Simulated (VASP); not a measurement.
Wanted: the native input for a VASP 6.6.1 run.

```
Task                   : single point
Functional             : r2SCAN
Potentials or basis    : VASP PAW PBE potentials, release 64 (Mg, I)
Cutoff                 : 520 eV
k mesh                 : 6 × 6 × 4
Occupations            : gaussian, width 0.01 eV
Spin                   : no spin polarisation
Dipole correction      : no
Further INCAR settings : ALGO = Normal; EDIFF = 1e-06; NBANDS = 15
```

The system is MgI2.

```
Mg I
1.0
     4.15664    0.00000    0.00000
    -2.07832    3.59975    0.00000
     0.00000    0.00000    6.87561
Mg I
1 2
Cartesian
  0.0000 0.0000 0.0000
  0.0000 2.3998 1.6678
  2.0783 1.1999 5.2078
```

These files were run (other wordings do the same):

POSCAR

```
MgI2
1.0
    4.1566377674      0.0000000000      0.0000000000
   -2.0783188837      3.5997539009      0.0000000000
    0.0000000000      0.0000000000      6.8756118848
Mg I
1 2
Direct
    0.0000000000      0.0000000000      0.0000000000
    0.3333333333      0.6666666667      0.2425739818
    0.6666666667      0.3333333333      0.7574260182
```

INCAR.step1

```
PREC     = Accurate       # precision mode
ENCUT    = 520            # plane-wave cutoff, eV
ISMEAR   = 0              # smearing method
SIGMA    = 0.01           # smearing width, eV
LREAL    = False          # projectors in reciprocal space
LASPH    = True           # aspherical terms in the spheres
NELM     = 60             # most SCF steps
NBANDS   = 15             # bands
GGA      = PE             # functional
ALGO     = Normal         # electronic algorithm
EDIFF    = 1E-4           # SCF threshold, eV
LWAVE    = True           # write WAVECAR
LCHARG   = False          # write CHGCAR
```

INCAR.step2

```
PREC     = Accurate       # precision mode
ENCUT    = 520            # plane-wave cutoff, eV
EDIFF    = 1E-6           # SCF threshold, eV
ISMEAR   = 0              # smearing method
SIGMA    = 0.01           # smearing width, eV
LREAL    = False          # projectors in reciprocal space
LASPH    = True           # aspherical terms in the spheres
NELM     = 60             # most SCF steps
ALGO     = Normal         # electronic algorithm
ISIF     = 2              # what is computed and relaxed
LWAVE    = False          # write WAVECAR
LCHARG   = False          # write CHGCAR
METAGGA  = R2SCAN         # meta-GGA
LMIXTAU  = True         
NBANDS   = 15             # bands
ISTART   = 1
```

KPOINTS

```
Automatic mesh
0
Gamma
  6 6 4
```

Potentials or basis: VASP PAW PBE potentials, release 64 (Mg, I).

The run is started by

```sh
$ cat potpaw_PBE.64/Mg/POTCAR potpaw_PBE.64/I/POTCAR > POTCAR
$ cp INCAR.step1 INCAR
$ mpirun -np 1 vasp_std > vasp.out
$ cp INCAR.step2 INCAR
$ mpirun -np 1 vasp_std > vasp.out
```

Results of the run:

```
Pressure               : 0.5 GPa
Largest force          : 0.044 eV/Å
Band gap on the k mesh : 4.10 eV (least direct gap 4.48 eV)
```

Caveat: the PAW data sets were made with another functional, which shifts forces and pressure a little; spin-orbit coupling is left out, which moves the levels of the heavy elements.

Run time: 2.1 min on 1 thread of Intel(R) Xeon(R) Platinum 8375C CPU @ 2.90GHz (Ice Lake) (shared host), peak memory 0.25 GiB.
